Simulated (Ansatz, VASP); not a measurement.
This is a calculation of HfN for VASP 6.6.1.

INCAR

```
SYSTEM = HfN
ALGO     = Normal         ! electronic algorithm
EDIFF    = 1E-7           ! SCF threshold, eV
ENCUT    = 520            ! plane-wave cutoff, eV
GGA      = CA             ! functional
ISIF     = 2              ! what is computed and relaxed
ISMEAR   = -1             ! smearing method
LASPH    = .TRUE.         ! aspherical terms in the spheres
LCHARG   = .TRUE.         ! write CHGCAR
LELF     = .TRUE.         ! ELF
LREAL    = .FALSE.        ! projectors in reciprocal space
LVHAR    = .TRUE.       
LWAVE    = .FALSE.        ! write WAVECAR
NBANDS   = 23             ! bands
NELM     = 100            ! most SCF steps
PREC     = Accurate       ! precision mode
SIGMA    = 0.05           ! smearing width, eV
```

File KPOINTS:

```
k-points
0
G
  10 10 5
  0 0 0
```

File POSCAR:

```
HfN
1.0
    3.0699327642      0.0000000000      0.0000000000
   -1.5349663822      2.6586397618      0.0000000000
    0.0000000000      0.0000000000      5.3061904127
Hf N
2 2
Direct
    0.3333333333      0.6666666667      0.2500000000
    0.6666666667      0.3333333333      0.7500000000
    0.0000000000      0.0000000000      0.5000000000
    0.0000000000      0.0000000000      0.0000000000
```

Potentials or basis: VASP PAW LDA potentials, release 64 (Hf_pv, N).

Launch:

```console
$ cat potpaw_LDA.64/Hf_pv/POTCAR potpaw_LDA.64/N/POTCAR > POTCAR
$ mpirun -np 1 vasp_std > vasp.out
```

Problem. Translate it to Ansatz 0.2.0. Potentials there: Ansatz PAW.

Solution. As run (the cutoff follows the program's own potentials):

input.yaml

```yaml
crystal:
  lattice:
    - [3.0699327642, 0.0, 0.0]
    - [-1.5349663822, 2.6586397618, 0.0]
    - [0.0, 0.0, 5.3061904127]
  atoms:
    - { symbol: Hf, position: [0.3333333333, 0.6666666667, 0.25] }
    - { symbol: Hf, position: [0.6666666667, 0.3333333333, 0.75] }
    - { symbol: "N", position: [0.0, 0.0, 0.5] }
    - { symbol: "N", position: [0.0, 0.0, 0.0] }
hamiltonian:
  xc: lda
  pseudopotentials: { kind: paw }
kpoints:
  mp_grid: { grid: [10, 10, 5] }
scf:
  occupations: { method: fermi_dirac, width: 0.05 }
output:
  forces: true
  stress: true
  eigenvalues: true
```

Potentials or basis: Ansatz PAW.

Run with:

```bash
$ ansatz run input.yaml --threads 2 --pin off --max-ram 5632MiB --backend cpu --events-out ev --progress --plain --runs-dir out
```

Both were run:

|  | VASP | Ansatz | Ansatz less VASP |
| --- | --- | --- | --- |
| gap on the k mesh at the Fermi level (eV) | none | none | - |
| pressure (GPa) | 8.2 | 9.3 | +1.06 |
| traceless stress, the component that is largest in VASP (GPa) | -0.31 | -0.38 | -0.068 |

LDA's correlation is that of Perdew and Zunger in VASP and of Perdew and Wang (1992) in Ansatz. A gap of «none» marks a metal or a gap that the smearing closes. VASP's potentials hold 30 valence electrons a cell and Ansatz's 62, so a difference there can come from the potentials and not from the codes.

Neither program's run includes spin-orbit coupling.
